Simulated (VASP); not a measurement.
A run of VASP 6.6.1 is set up as follows.

The input INCAR:

```
SYSTEM = CdS
PREC = Accurate ; ENCUT = 600
EDIFF = 1E-6 ; ISMEAR = 0
SIGMA = 0.1 ; LREAL = .FALSE.
LASPH = .TRUE. ; NELM = 100
ALGO = Normal ; ISIF = 3
LWAVE = .FALSE. ; LCHARG = .FALSE.
GGA = PE ; IBRION = 2
NSW = 90 ; EDIFFG = -0.04
```

The input KPOINTS:

```
regular mesh
0
G
  6 6 6
  0 0 0
```

Contents of POSCAR:

```
CdS
1.0
    0.0000000000      3.6878754500      5.7573193800
    1.8450732800      0.0000000000      5.7573193800
    1.8450732800      3.6878754500      0.0000000000
Cd S
2 2
Direct
    0.9367689500      0.9367689500      0.5632310500
    0.6867689500      0.6867689500      0.3132310500
    0.3132310500      0.3132310500      0.6867689500
    0.5632310500      0.5632310500      0.9367689500
```

Potentials or basis: VASP PAW PBE potentials, release 64 (Cd, S).

Launch:

```console
$ cat potpaw_PBE.64/Cd/POTCAR potpaw_PBE.64/S/POTCAR > POTCAR
$ mpirun -np 1 vasp_std > vasp.out
```

What does it give for the band gap on the k mesh?

0.73 eV.

Estimate the relaxed cell.

a = 7.448 Å, b = 6.702 Å, c = 4.255 Å, α = 82.39°, β = 63.12°, γ = 34.49°.

Predict the relaxed volume.

23.59 Å³/atom.

Estimate the space group after relaxing (to 0.1 Å).

Fdd2 (No. 43).

Stress tensor (GPa, compression positive):
```
0.18 0.00 0.00
0.00 0.04 0.00
0.00 0.00 0.14
```

Caveat: the volume moved by over 15 % at a fixed basis, so the end points are rough.
